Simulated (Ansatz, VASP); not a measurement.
# Sr in VASP and in Ansatz

Contents of INCAR:

```
SYSTEM = Sr
  PREC = Accurate
  ENCUT = 520
  EDIFF = 1E-7
  ISMEAR = -1
  SIGMA = 0.1
  LREAL = .False.
  LASPH = .True.
  NELM = 60
  ALGO = Normal
  ISIF = 2
  LWAVE = .False.
  LCHARG = .False.
  GGA = B5
  ALDAX = 1.0
  AGGAX = 1.0
  AGGAC = 1.0
  ALDAC = 0.0
  NBANDS = 28
```

The input KPOINTS:

```
Automatic mesh
0
Gamma
  10 10 3
  0 0 0
```

The input POSCAR:

```
Sr
1.0
    4.2465209921      0.0000000000      0.0000000000
   -2.1232604960      3.6775950568      0.0000000000
    0.0000000000      0.0000000000     13.8703511928
Sr
4
Direct
    1.0000000000      1.0000000000      1.0000000000
    1.0000000000      0.0000000000      0.5000000000
    0.3333333333      0.6666666667      0.2500000000
    0.6666666667      0.3333333333      0.7500000000
```

Input for Ansatz:

```yaml
crystal:
  lattice:
    - [4.2465209921, 0.0, 0.0]
    - [-2.123260496, 3.6775950568, 0.0]
    - [0.0, 0.0, 13.8703511928]
  atoms:
    - { symbol: Sr, position: [1.0, 1.0, 1.0] }
    - { symbol: Sr, position: [1.0, 0.0, 0.5] }
    - { symbol: Sr, position: [0.3333333333, 0.6666666667, 0.25] }
    - { symbol: Sr, position: [0.6666666667, 0.3333333333, 0.75] }
hamiltonian:
  xc: blyp
  pseudopotentials:
    kind: paw
    azcp:
      Sr: "pseudopotentials/Sr.paw.azcp"
basis:
  ecutwfc: 420
  fft_grid_basis: typed
kpoints:
  mp_grid: { grid: [10, 10, 3], shift: [0, 0, 0] }
magnetization:
  spin_polarized: false
scf:
  occupations: { method: fermi_dirac, width: 0.1 }
  lower_state_search: "off"
output:
  stress: true
```

Alike in both runs: task single point; functional BLYP; k mesh 10 × 10 × 3; occupations fermi-dirac, width 0.1 eV; no spin polarisation.

|  | VASP | Ansatz |
| --- | --- | --- |
| version | VASP 6.6.1 | Ansatz 0.2.0 |
| potentials or method | VASP PAW PBE potentials, release 64 (Sr_sv), cutoff 520 eV | plane waves (420 eV) with PAW, scalar-relativistic |
| valence electrons in the cell | 40 | 40 |

|  | VASP | Ansatz | Ansatz less VASP |
| --- | --- | --- | --- |
| pressure (GPa) | 0.5 | 0.5 | 0.00 |

VASP's potentials were made for PBE, not for BLYP.
